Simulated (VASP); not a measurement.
# In3Sb (Pm-3m) in VASP: further runs

Runs on In3Sb. Level: PBEsol. Tasks: single point.

Program: VASP 6.6.1. These are calculated values, not measurements. Logs are shortened: lines on timing, memory, paths and dates and some standing lists are left out, and cuts for length are marked.

## Step 1: The cell of the first run

Symmetry: Pm-3m, No. 221, cubic system. The conventional cell has a = 4.627 Å, b = 4.627 Å, c = 4.627 Å, α = 90.00°, β = 90.00°, γ = 90.00°. Within 4.3 Å of In (site symmetry 4/mmm) lie 8 In at 3.27 Å and 4 Sb at 3.27 Å. Sb (site symmetry m-3m) has 12 In at 3.27 Å within 4.3 Å.

## Step 2: Single point, PBEsol (volume scaled by 0.94)

File INCAR:

```
  PREC = Accurate
  ENCUT = 500
  EDIFF = 1E-6
  ISMEAR = 0
  SIGMA = 0.1
  LREAL = F
  LASPH = T
  NELM = 120
  ALGO = Normal
  ISIF = 2
  LWAVE = F
  LCHARG = F
  GGA = PS
  NBANDS = 30
  GGA_COMPAT = F
```

File KPOINTS:

```
regular mesh
0
Gamma
  10 10 10
```

File POSCAR:

```
In3Sb
1.0
    4.6272349652      0.0000000000      0.0000000000
    0.0000000000      4.6272349652      0.0000000000
    0.0000000000      0.0000000000      4.6272349652
In Sb
3 1
Direct
    0.5000000000      0.5000000000      0.0000000000
    0.5000000000      0.0000000000      0.5000000000
    0.0000000000      0.5000000000      0.5000000000
    0.0000000000      0.0000000000      0.0000000000
```

Potentials or basis: VASP PAW PBE potentials, release 64 (In_d, Sb).

Started as:

```bash
> cat potpaw_PBE.64/In_d/POTCAR potpaw_PBE.64/Sb/POTCAR > POTCAR
> mpirun -np 1 vasp_std > vasp.out
```

OUTCAR:

```text
PREC = Accurate
   ENCUT = 500
   EDIFF = 1E-6
   ISMEAR = 0
   LREAL = F
   LASPH = T
   NELM = 120
   ISIF = 2
   GGA = PS

 ion  position               nearest neighbor table
   1  0.500  0.500  0.000-   2 3.27   3 3.27   4 3.27   2 3.27   3 3.27   2 3.27   4 3.27   2 3.27
                             3 3.27   4 3.27   3 3.27   4 3.27
   2  0.500  0.000  0.500-   1 3.27   3 3.27   4 3.27   1 3.27   4 3.27   1 3.27   3 3.27   1 3.27
                             3 3.27   4 3.27   4 3.27   3 3.27
   3  0.000  0.500  0.500-   1 3.27   2 3.27   4 3.27   1 3.27   4 3.27   2 3.27   4 3.27   4 3.27
                             1 3.27   2 3.27   1 3.27   2 3.27
   4  0.000  0.000  0.000-   1 3.27   2 3.27   3 3.27   2 3.27   3 3.27   1 3.27   3 3.27   3 3.27
                             1 3.27   2 3.27   2 3.27   1 3.27

  LATTYP: Found a simple cubic cell.
 ALAT       =     4.6272349652

  Lattice vectors:

 A1 = (   4.6272349652,   0.0000000000,   0.0000000000)
 A2 = (   0.0000000000,   4.6272349652,   0.0000000000)
 A3 = (   0.0000000000,   0.0000000000,   4.6272349652)

Analysis of symmetry for initial positions (statically):
=====================================================================
 Subroutine PRICEL returns:
 Original cell was already a primitive cell.

 Routine SETGRP: Setting up the symmetry group for a
 simple cubic supercell.

 Subroutine GETGRP returns: Found 48 space group operations
 (whereof 48 operations were pure point group operations)
 out of a pool of 48 trial point group operations.

The static configuration has the point symmetry O_h .

Analysis of symmetry for dynamics (positions and initial velocities):
=====================================================================
 Subroutine PRICEL returns:
 Original cell was already a primitive cell.

 Routine SETGRP: Setting up the symmetry group for a
 simple cubic supercell.

 Subroutine GETGRP returns: Found 48 space group operations
 (whereof 48 operations were pure point group operations)
 out of a pool of 48 trial point group operations.

The dynamic configuration has the point symmetry O_h .

 Subroutine INISYM returns: Found 48 space group operations
 (whereof 48 operations are pure point group operations),
 and found     1 'primitive' translations

----------------------------------------------------------------------------------------

                                     Primitive cell

  volume of cell :      99.0751

  direct lattice vectors                    reciprocal lattice vectors
     4.627234965  0.000000000  0.000000000     0.216111783  0.000000000  0.000000000
     0.000000000  4.627234965  0.000000000     0.000000000  0.216111783  0.000000000
     0.000000000  0.000000000  4.627234965     0.000000000  0.000000000  0.216111783

  length of vectors
     4.627234965  4.627234965  4.627234965     0.216111783  0.216111783  0.216111783

  position of ions in fractional coordinates (direct lattice)
     0.500000000  0.500000000  0.000000000
     0.500000000  0.000000000  0.500000000
     0.000000000  0.500000000  0.500000000
     0.000000000  0.000000000  0.000000000

  ion indices of the primitive-cell ions
   primitive index   ion index
                 1           1
                 2           2
                 3           3
                 4           4

----------------------------------------------------------------------------------------

 KPOINTS: regular mesh

Automatic generation of k-mesh.
 Grid dimensions read from file:
 generate k-points for:   10   10   10

 Generating k-lattice:

  Cartesian coordinates                     Fractional coordinates (reciprocal lattice)
     0.021611178  0.000000000  0.000000000     0.100000000  0.000000000  0.000000000
     0.000000000  0.021611178  0.000000000     0.000000000  0.100000000  0.000000000
     0.000000000  0.000000000  0.021611178     0.000000000  0.000000000  0.100000000

  Length of vectors
     0.021611178  0.021611178  0.021611178

  Shift w.r.t. Gamma in fractional coordinates (k-lattice)
     0.000000000  0.000000000  0.000000000

 Subroutine IBZKPT returns following result:
 ===========================================

 Found     56 irreducible k-points:

 Following reciprocal coordinates:
            Coordinates               Weight
  0.000000  0.000000  0.000000      1.000000
  0.100000  0.000000  0.000000      6.000000
  0.200000  0.000000  0.000000      6.000000
  0.300000  0.000000  0.000000      6.000000
  0.400000  0.000000  0.000000      6.000000
  0.500000  0.000000  0.000000      3.000000
[... 16 lines left out ...]
  0.200000  0.100000  0.100000     24.000000
  0.300000  0.100000  0.100000     24.000000
 [... further k-points ...]
   k-points           NKPTS =     56   k-points in BZ     NKDIM =     56   number of bands    NBANDS=     30
   number of dos      NEDOS =    301   number of ions     NIONS =      4
   total plane-waves  NPLWV =  46656
   dimension x,y,z NGX =    36 NGY =   36 NGZ =   36
   dimension x,y,z NGXF=    72 NGYF=   72 NGZF=   72
   ions per type =               3   1
   NGX,Y,Z   is equivalent  to a cutoff of  12.93, 12.93, 12.93 a.u.
   NGXF,Y,Z  is equivalent  to a cutoff of  25.87, 25.87, 25.87 a.u.
 SYSTEM =  unknown system
   PREC   = accura    normal or accurate (medium, high low for compatibility)
   ISTART =      0    job   : 0-new  1-cont  2-samecut
   ICHARG =      2    charge: 1-file 2-atom 10-const
   ISPIN  =      1    spin polarized calculation?
   LNONCOLLINEAR =      F non collinear calculations
   LSORBIT =      F    spin-orbit coupling
   LASPH  =      T    aspherical Exc in radial PAW
   ENCUT  =  500.0 eV  36.75 Ry    6.06 a.u.   8.44  8.44  8.44*2*pi/ulx,y,z
   NELM   =    120;   NELMIN=  2; NELMDL= -5     # of ELM steps
   EDIFF  = 0.1E-05   stopping-criterion for ELM
   LREAL  =      F    real-space projection
   EDIFFG = 0.1E-04   stopping-criterion for IOM
   NSW    =      0    number of steps for IOM
   IBRION =     -1    ionic relax: 0-MD 1-quasi-New 2-CG
   NFREE  =      0    steps in history (QN), initial steepest desc. (CG)
   ISIF   =      2    stress and relaxation
   ISYM   =      2    0-nonsym 1-usesym 2-fastsym
   POTIM  = 0.5000    time-step for ionic-motion
   TEBEG  =    0.0;   TEEND  =   0.0 temperature during run
   PSTRESS=    0.0 pullay stress
   NELECT =      44.0000    total number of electrons
   NUPDOWN=      -1.0000    fix difference up-down
   EMIN   =  10.00;   EMAX   =-10.00  energy-range for DOS
   EFERMI =   0.00;   METHOD = LEGACY
   ISMEAR =     0;   SIGMA  =   0.10  broadening in eV -4-tet -1-fermi 0-gaus
   EFERMI_NEDOS =   21; number of points for ismear=-14 and -15
   IALGO  =     38    algorithm
   IMIX   =      4    mixing-type and parameters
     AMIX     =   0.40;   BMIX     =  1.00
     AMIX_MAG =   1.60;   BMIX_MAG =  1.00
  volume/ion in A,a.u.               =      24.77       167.15
  Fermi-wavevector in a.u.,A,eV,Ry     =   1.249024  2.360313 21.225923  1.560061
  Thomas-Fermi vector in A             =   2.383084
   LORBIT       =      0    0 simple, 1 ext, 2 COOP (PROOUT), +10 PAW based schemes
   GGA     = PS    functional components
   LHFCALC =     F    Hartree Fock is set to
   AEXX    =    0.0000 exact exchange contribution
   IVDW    =     0    specifies the selected vdW correction
   LEPSILON=     F    determine dielectric tensor
   LRPA    =     F    only Hartree local field effects (RPA)
 non-spin polarized calculation
 Gauss-broadening in eV      SIGMA  =   0.10
  energy-cutoff  :      500.00
  volume of cell :       99.08
 maximum number of plane-waves:      2539
 NGX is ok and might be reduce to    36
   NGX = 17   NGY = 17   NGZ = 17

 number of electron      43.9999953 magnetization

 Free energy of the ion-electron system (eV)
  ---------------------------------------------------
  ext. energy  EPLUGINS =         0.00000000
  ---------------------------------------------------
  free energy    TOTEN  =       -13.35445577 eV

  energy without entropy =      -13.34006066  energy(sigma->0) =      -13.34725822

 E-fermi :   8.2897     XC(G=0): -10.6714

 val. band max:        8.2771409005   @ k =   0.2000   0.0000   0.0000
 cond. band min:       8.2970474987   @ k =   0.4000   0.0000   0.0000
 fundamental gap:      0.0199065982
 Fermi energy:         8.2896537134

 k-point     1 :       0.0000    0.0000    0.0000
  band No.  band energies     occupation
      1      -6.4506      2.00000
      2      -6.4313      2.00000
      3      -6.4313      2.00000
      4      -6.4313      2.00000
      5      -6.2665      2.00000
      6      -6.2665      2.00000
[... 22 lines left out ...]
     29      14.8294      0.00000
     30      15.2099      0.00000

 k-point     2 :       0.1000    0.0000    0.0000
  band No.  band energies     occupation
      1      -6.4394      2.00000
      2      -6.4287      2.00000
      3      -6.4194      2.00000
      4      -6.4194      2.00000
      5      -6.2648      2.00000
      6      -6.2578      2.00000
[... 22 lines left out ...]
     29      15.0896      0.00000
     30      15.2508      0.00000

 k-point     3 :       0.2000    0.0000    0.0000
  band No.  band energies     occupation
      1      -6.4220      2.00000
      2      -6.4078      2.00000
      3      -6.3849      2.00000
      4      -6.3849      2.00000
      5      -6.2600      2.00000
      6      -6.2330      2.00000
[... 22 lines left out ...]
     29      15.3536      0.00000
     30      15.3718      0.00000

 k-point     4 :       0.3000    0.0000    0.0000
  band No.  band energies     occupation
      1      -6.4132      2.00000
      2      -6.3625      2.00000
      3      -6.3307      2.00000
      4      -6.3307      2.00000
      5      -6.2523      2.00000
      6      -6.1968      2.00000
[... 616 lines left out ...]
     29      15.1365      0.00000
     30      15.4003      0.00000

 k-point    23 :       0.2000    0.1000    0.1000
  band No.  band energies     occupation
      1      -6.4109      2.00000
      2      -6.3890      2.00000
      3      -6.3725      2.00000
      4      -6.3667      2.00000
      5      -6.2453      2.00000
      6      -6.2244      2.00000
[... 22 lines left out ...]
     29      14.8389      0.00000
     30      15.4652      0.00000

 k-point    24 :       0.3000    0.1000    0.1000
  band No.  band energies     occupation
      1      -6.3966      2.00000
      2      -6.3551      2.00000
      3      -6.3251      2.00000
      4      -6.3139      2.00000
      5      -6.2384      2.00000
      6      -6.1876      2.00000
[... 22 lines left out ...]
     29      13.8236      0.00000
     30      15.7098      0.00000

 [... further k-points ...]
[... 5 lines left out ...]
  --------------------------------------------------------------------------------------
  -------------------------------------------------------------------------------------
  Total        2.0114282      2.0114282      2.0114282      0.0000000      0.0000000      0.0000000
  in kB       32.5274825     32.5274825     32.5274825      0.0000000      0.0000000      0.0000000
  external PRESSURE =      32.5274825 kB  Pullay stress =       0.0000000 kB

 VOLUME and BASIS-vectors are now :
 -----------------------------------------------------------------------------
  energy-cutoff  :      500.00
  volume of cell :       99.08
      direct lattice vectors                 reciprocal lattice vectors
     4.627234965  0.000000000  0.000000000     0.216111783  0.000000000  0.000000000
     0.000000000  4.627234965  0.000000000     0.000000000  0.216111783  0.000000000
     0.000000000  0.000000000  4.627234965     0.000000000  0.000000000  0.216111783

 POSITION                                       TOTAL-FORCE (eV/Angst)
 -----------------------------------------------------------------------------------
      2.31362      2.31362      0.00000         0.000000      0.000000      0.000000
      2.31362      0.00000      2.31362         0.000000      0.000000      0.000000
      0.00000      2.31362      2.31362         0.000000      0.000000      0.000000
      0.00000      0.00000      0.00000         0.000000      0.000000      0.000000
 -----------------------------------------------------------------------------------
    total drift:                                0.000000      0.000000      0.000000

  FREE ENERGIE OF THE ION-ELECTRON SYSTEM (eV)
  ---------------------------------------------------
  free  energy   TOTEN  =       -13.3544557717 eV

  energy  without entropy=      -13.3400606647  energy(sigma->0) =      -13.34725822
```

It took 3.1 min on 1 thread of Intel Xeon 8259CL, shared host; peak memory 0.29 GiB.

What came out:

| Item | Value |
| --- | --- |
| Free energy | -13.3545 eV |
| Pressure | 3.3 GPa |
| Band gap on the k mesh | zero (band 22 reaches 8.93 eV, above the bottom of band 23 at 4.64 eV) |

Caveat: the PAW data sets were made with another functional, which shifts forces and pressure a little; spin-orbit coupling is left out, which moves the levels of the heavy elements.

[end of part 1 of 2]
